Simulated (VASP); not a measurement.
# NaH (Immm) in VASP: a series of runs

The runs below take NaH through single point, with r2SCAN.

Program: VASP 6.6.1. These are calculated values, not measurements. Logs are shortened: lines on timing, memory, paths and dates and some standing lists are left out, and cuts for length are marked.

## Step 1: The cell of the first run

It takes space group Immm (No. 71, orthorhombic). Conventional cell: a = 3.192 Å, b = 3.709 Å, c = 4.880 Å, α = 90.00°, β = 90.00°, γ = 90.00°. Na (site symmetry mmm) has 6 H at 2.44 to 2.45 Å and 2 Na at 3.19 Å within 3.2 Å. Within 3.2 Å of H (site symmetry mmm) lie 6 Na at 2.44 to 2.45 Å and 2 H at 3.19 Å.

## Step 2: Single point, r2SCAN (strain -0.1500 x Voigt [0, 0, 0, 0, 0, 1])

Input file POSCAR:

```
NaH
1.0
   -0.1830000000      2.4400000000      2.4400000000
    2.4400000000     -0.1830000000      2.4400000000
    2.2570000000      2.2570000000      0.0000000000
Na H
1 1
Direct
    0.0000000000      0.0000000000      0.0000000000
    0.5000000000      0.5000000000      0.5000000000
```

Input file INCAR.step1:

```
SYSTEM = NaH
PREC     = Accurate       ! precision mode
ENCUT    = 520            ! plane-wave cutoff, eV
ISMEAR   = 0              ! smearing method
SIGMA    = 0.05           ! smearing width, eV
LREAL    = .FALSE.        ! projectors in reciprocal space
LASPH    = .TRUE.         ! aspherical terms in the spheres
NELM     = 80             ! most SCF steps
NBANDS   = 11             ! bands
GGA      = PE             ! functional
ALGO     = Normal         ! electronic algorithm
EDIFF    = 1E-4           ! SCF threshold, eV
LWAVE    = .TRUE.         ! write WAVECAR
LCHARG   = .FALSE.        ! write CHGCAR
```

Input file INCAR.step2:

```
SYSTEM = NaH
PREC     = Accurate       ! precision mode
ENCUT    = 520            ! plane-wave cutoff, eV
EDIFF    = 1E-7           ! SCF threshold, eV
ISMEAR   = 0              ! smearing method
SIGMA    = 0.05           ! smearing width, eV
LREAL    = .FALSE.        ! projectors in reciprocal space
LASPH    = .TRUE.         ! aspherical terms in the spheres
NELM     = 80             ! most SCF steps
ALGO     = Normal         ! electronic algorithm
ISIF     = 2              ! what is computed and relaxed
LWAVE    = .FALSE.        ! write WAVECAR
LCHARG   = .FALSE.        ! write CHGCAR
METAGGA  = R2SCAN         ! meta-GGA
LMIXTAU  = .TRUE.       
NBANDS   = 11             ! bands
ISTART   = 1
```

Input file KPOINTS:

```
regular mesh
0
G
  8 8 8
  0 0 0
```

Potentials or basis: VASP PAW PBE potentials, release 64 (Na_pv, H).

The run is started by

```bash
cat potpaw_PBE.64/Na_pv/POTCAR potpaw_PBE.64/H/POTCAR > POTCAR
cp INCAR.step1 INCAR
mpirun -np 1 vasp_std > vasp.out
cp INCAR.step2 INCAR
mpirun -np 1 vasp_std > vasp.out
```

OUTCAR:

```text
SYSTEM = NaH
   PREC = Accurate
   ENCUT = 520
   EDIFF = 1E-7
   ISMEAR = 0
   LREAL = .FALSE.
   LASPH = .TRUE.
   NELM = 80
   ISIF = 2
   METAGGA = R2SCAN
   ISTART = 1

 ion  position               nearest neighbor table
   1  0.000  0.000  0.000-
   2  0.500  0.500  0.500-

  LATTYP: Found a body centered orthorhombic cell.
 ALAT       =     3.1918800103
 B/A-ratio  =     1.1621621622
 C/A-ratio  =     1.5288795269

  Lattice vectors:

 A1 = (   0.1830000000,  -2.4400000000,  -2.4400000000)
 A2 = (  -0.1830000000,   2.4400000000,  -2.4400000000)
 A3 = (   2.4400000000,  -0.1830000000,   2.4400000000)

Analysis of symmetry for initial positions (statically):
=====================================================================
 Subroutine PRICEL returns:
 Original cell was already a primitive cell.

 Routine SETGRP: Setting up the symmetry group for a
 body centered orthorhombic supercell.

 Subroutine GETGRP returns: Found  8 space group operations
 (whereof  8 operations were pure point group operations)
 out of a pool of  8 trial point group operations.

The static configuration has the point symmetry D_2h.

Analysis of symmetry for dynamics (positions and initial velocities):
=====================================================================
 Subroutine PRICEL returns:
 Original cell was already a primitive cell.

 Routine SETGRP: Setting up the symmetry group for a
 body centered orthorhombic supercell.

 Subroutine GETGRP returns: Found  8 space group operations
 (whereof  8 operations were pure point group operations)
 out of a pool of  8 trial point group operations.

The dynamic configuration has the point symmetry D_2h.

 Subroutine INISYM returns: Found  8 space group operations
 (whereof  8 operations are pure point group operations),
 and found     1 'primitive' translations

----------------------------------------------------------------------------------------

                                     Primitive cell

  volume of cell :      28.8901

  direct lattice vectors                    reciprocal lattice vectors
    -0.183000000  2.440000000  2.440000000    -0.190621426  0.190621426  0.204918033
     2.440000000 -0.183000000  2.440000000     0.190621426 -0.190621426  0.204918033
     2.257000000  2.257000000  0.000000000     0.221533008  0.221533008 -0.204918033

  length of vectors
     3.455530205  3.455530205  3.191880010     0.338621405  0.338621405  0.374359650

  position of ions in fractional coordinates (direct lattice)
     0.000000000  0.000000000  0.000000000
     0.500000000  0.500000000  0.500000000

  ion indices of the primitive-cell ions
   primitive index   ion index
                 1           1
                 2           2

----------------------------------------------------------------------------------------

 KPOINTS: regular mesh

Automatic generation of k-mesh.
 Grid dimensions read from file:
 generate k-points for:    8    8    8

 Generating k-lattice:

  Cartesian coordinates                     Fractional coordinates (reciprocal lattice)
    -0.023827678  0.023827678  0.025614754     0.125000000  0.000000000  0.000000000
     0.023827678 -0.023827678  0.025614754     0.000000000  0.125000000  0.000000000
     0.027691626  0.027691626 -0.025614754    -0.000000000 -0.000000000  0.125000000

  Length of vectors
     0.042327676  0.042327676  0.046794956

  Shift w.r.t. Gamma in fractional coordinates (k-lattice)
     0.000000000  0.000000000  0.000000000

 Subroutine IBZKPT returns following result:
 ===========================================

 Found     95 irreducible k-points:

 Following reciprocal coordinates:
            Coordinates               Weight
  0.000000  0.000000  0.000000      1.000000
  0.125000 -0.000000  0.000000      4.000000
  0.250000 -0.000000  0.000000      4.000000
  0.375000  0.000000  0.000000      4.000000
  0.500000 -0.000000  0.000000      2.000000
  0.125000  0.125000  0.000000      2.000000
[... 16 lines left out ...]
  0.125000  0.000000  0.125000      4.000000
  0.250000 -0.000000  0.125000      8.000000
 [... further k-points ...]
   k-points           NKPTS =     95   k-points in BZ     NKDIM =     95   number of bands    NBANDS=     11
   number of dos      NEDOS =    301   number of ions     NIONS =      2
   total plane-waves  NPLWV =  18816
   dimension x,y,z NGX =    28 NGY =   28 NGZ =   24
   dimension x,y,z NGXF=    56 NGYF=   56 NGZF=   48
   ions per type =               1   1
   NGX,Y,Z   is equivalent  to a cutoff of  13.47, 13.47, 12.50 a.u.
   NGXF,Y,Z  is equivalent  to a cutoff of  26.94, 26.94, 25.00 a.u.
 SYSTEM =  NaH
   PREC   = accura    normal or accurate (medium, high low for compatibility)
   ISTART =      1    job   : 0-new  1-cont  2-samecut
   ICHARG =      0    charge: 1-file 2-atom 10-const
   ISPIN  =      1    spin polarized calculation?
   LNONCOLLINEAR =      F non collinear calculations
   LSORBIT =      F    spin-orbit coupling
   LASPH  =      T    aspherical Exc in radial PAW
   ENCUT  =  520.0 eV  38.22 Ry    6.18 a.u.   6.42  6.42  5.93*2*pi/ulx,y,z
   NELM   =     80;   NELMIN=  2; NELMDL=  0     # of ELM steps
   EDIFF  = 0.1E-06   stopping-criterion for ELM
   LREAL  =      F    real-space projection
   EDIFFG = 0.1E-05   stopping-criterion for IOM
   NSW    =      0    number of steps for IOM
   IBRION =     -1    ionic relax: 0-MD 1-quasi-New 2-CG
   NFREE  =      0    steps in history (QN), initial steepest desc. (CG)
   ISIF   =      2    stress and relaxation
   ISYM   =      2    0-nonsym 1-usesym 2-fastsym
   POTIM  = 0.5000    time-step for ionic-motion
   TEBEG  =    0.0;   TEEND  =   0.0 temperature during run
   PSTRESS=    0.0 pullay stress
   NELECT =       8.0000    total number of electrons
   NUPDOWN=      -1.0000    fix difference up-down
   EMIN   =  10.00;   EMAX   =-10.00  energy-range for DOS
   EFERMI =   0.00;   METHOD = LEGACY
   ISMEAR =     0;   SIGMA  =   0.05  broadening in eV -4-tet -1-fermi 0-gaus
   EFERMI_NEDOS =   21; number of points for ismear=-14 and -15
   IALGO  =     38    algorithm
   IMIX   =      4    mixing-type and parameters
     AMIX     =   0.40;   BMIX     =  1.00
     AMIX_MAG =   1.60;   BMIX_MAG =  1.00
  volume/ion in A,a.u.               =      14.45        97.48
  Fermi-wavevector in a.u.,A,eV,Ry     =   1.067059  2.016448 15.491785  1.138614
  Thomas-Fermi vector in A             =   2.202663
   LORBIT       =      0    0 simple, 1 ext, 2 COOP (PROOUT), +10 PAW based schemes
   METAGGA = R2SCAN    functional components
   LHFCALC =     F    Hartree Fock is set to
   AEXX    =    0.0000 exact exchange contribution
   IVDW    =     0    specifies the selected vdW correction
   LEPSILON=     F    determine dielectric tensor
   LRPA    =     F    only Hartree local field effects (RPA)
 non-spin polarized calculation
 Gauss-broadening in eV      SIGMA  =   0.05
  energy-cutoff  :      520.00
  volume of cell :       28.89
 maximum number of plane-waves:       795
 NGX is ok and might be reduce to    28
   NGX = 13   NGY = 13   NGZ = 11

 number of electron       7.9999996 magnetization

 Free energy of the ion-electron system (eV)
  ---------------------------------------------------
  ext. energy  EPLUGINS =         0.00000000
  ---------------------------------------------------
  free energy    TOTEN  =        -7.54820823 eV

  energy without entropy =       -7.54820823  energy(sigma->0) =       -7.54820823

 E-fermi :  -1.0729     XC(G=0):  -8.0580

 val. band max:       -1.4206260233   @ k =  -0.2500   0.2500   0.5000
 cond. band min:       2.3739193546   @ k =   0.5000  -0.0000   0.0000
 fundamental gap:      3.7945453778
 Fermi energy:        -1.0729102742

 k-point     1 :       0.0000    0.0000    0.0000
  band No.  band energies     occupation
      1     -24.5347      2.00000
      2     -24.5226      2.00000
      3     -24.5093      2.00000
      4      -4.9962      2.00000
      5       9.4178      0.00000
      6      13.0256      0.00000
      7      13.8747      0.00000
      8      14.3090      0.00000
      9      15.0828      0.00000
     10      16.5553      0.00000
     11      17.4138      0.00000

 k-point     2 :       0.1250   -0.0000    0.0000
  band No.  band energies     occupation
      1     -24.5360      2.00000
      2     -24.5296      2.00000
      3     -24.5133      2.00000
      4      -4.7577      2.00000
      5       8.1530      0.00000
      6      11.4259      0.00000
      7      13.7152      0.00000
      8      15.2361      0.00000
      9      15.6907      0.00000
     10      17.1709      0.00000
     11      18.0619      0.00000

 k-point     3 :       0.2500   -0.0000    0.0000
  band No.  band energies     occupation
      1     -24.5530      2.00000
      2     -24.5390      2.00000
      3     -24.5162      2.00000
      4      -4.0849      2.00000
      5       5.5930      0.00000
      6      10.7440      0.00000
      7      13.0028      0.00000
      8      14.7352      0.00000
      9      16.3468      0.00000
     10      17.5988      0.00000
     11      17.9716      0.00000
[... 267 lines left out ...]
 k-point    23 :       0.1250    0.0000    0.1250
  band No.  band energies     occupation
      1     -24.5487      2.00000
      2     -24.5261      2.00000
      3     -24.5133      2.00000
      4      -4.6388      2.00000
      5       8.4212      0.00000
      6      11.4095      0.00000
      7      12.9037      0.00000
      8      14.0691      0.00000
      9      15.3587      0.00000
     10      16.7365      0.00000
     11      17.5116      0.00000

 k-point    24 :       0.2500   -0.0000    0.1250
  band No.  band energies     occupation
      1     -24.5532      2.00000
      2     -24.5373      2.00000
      3     -24.5199      2.00000
      4      -4.1304      2.00000
      5       6.5550      0.00000
      6       9.7702      0.00000
      7      12.2837      0.00000
      8      14.9020      0.00000
      9      15.6897      0.00000
     10      17.6642      0.00000
     11      19.7831      0.00000

 [... further k-points ...]

------------------------ aborting loop because EDIFF is reached ----------------------------------------

  FORCE on cell =-STRESS in cart. coord.  units (eV):
  Direction    XX          YY          ZZ          XY          YZ          ZX
  --------------------------------------------------------------------------------------
  -------------------------------------------------------------------------------------
  Total       -0.1596589     -0.1596589     -0.3181970      0.6396814      0.0000000      0.0000000
  in kB       -8.8542970     -8.8542970    -17.6464351     35.4751820      0.0000000      0.0000000
  external PRESSURE =     -11.7850097 kB  Pullay stress =       0.0000000 kB

 VOLUME and BASIS-vectors are now :
 -----------------------------------------------------------------------------
  energy-cutoff  :      520.00
  volume of cell :       28.89
      direct lattice vectors                 reciprocal lattice vectors
    -0.183000000  2.440000000  2.440000000    -0.190621426  0.190621426  0.204918033
     2.440000000 -0.183000000  2.440000000     0.190621426 -0.190621426  0.204918033
     2.257000000  2.257000000  0.000000000     0.221533008  0.221533008 -0.204918033

 POSITION                                       TOTAL-FORCE (eV/Angst)
 -----------------------------------------------------------------------------------
      0.00000      0.00000      0.00000        -0.000000     -0.000000      0.000000
      2.25700      2.25700      2.44000         0.000000      0.000000     -0.000000
 -----------------------------------------------------------------------------------
    total drift:                                0.000000     -0.000000     -0.000000

  FREE ENERGIE OF THE ION-ELECTRON SYSTEM (eV)
  ---------------------------------------------------
  free  energy   TOTEN  =        -7.5482082324 eV

  energy  without entropy=       -7.5482082324  energy(sigma->0) =       -7.54820823
```

Wall time 2.2 min (1 thread of Intel Xeon Platinum 8259CL at 2.50GHz (Skylake/Cascade Lake), shared host); peak memory 0.16 GiB.

Results:

* Free energy: -7.5482 eV
* Pressure: -1.2 GPa
* Band gap on the k mesh: 3.79 eV, indirect (least direct gap 5.00 eV)

Caveat: the cell differs from its parent crystal (strain -0.1500 x Voigt [0, 0, 0, 0, 0, 1]); the PAW data sets were made with another functional, which shifts forces and pressure a little. A k mesh can miss the band edges.

(Part 1 of 2 ends here.)
